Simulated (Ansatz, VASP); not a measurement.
## GaN in VASP and in Ansatz

```
Ga N
1.0
     2.98064    0.00000    0.00000
    -1.49032    2.58131    0.00000
     0.00000    0.00000    2.68337
Ga N
1 1
Direct
  0.66667 0.33333 0.50000
  0.00000 0.00000 0.00000
```

Alike in both runs: task single point; functional PBE; k mesh 10 × 10 × 10; occupations gaussian, width 0.029 eV; no spin polarisation.

```csv
,VASP,Ansatz
version,VASP 6.6.1,Ansatz 0.2.0
potentials or method,"VASP PAW PBE potentials, release 64 (Ga_d, N)",Ansatz PAW
plane-wave cutoff (eV),520,420
valence electrons in the cell,18,18
```

|  | VASP | Ansatz | Ansatz less VASP |
| --- | --- | --- | --- |
| gap on the k mesh at the Fermi level (eV) | none | none | - |
| pressure (GPa) | 0.7 | 0.0 | -0.69 |
| traceless stress, the component that is largest in VASP (GPa) | -0.45 | -0.54 | -0.087 |

A gap of «none» marks a metal or a gap that the smearing closes.
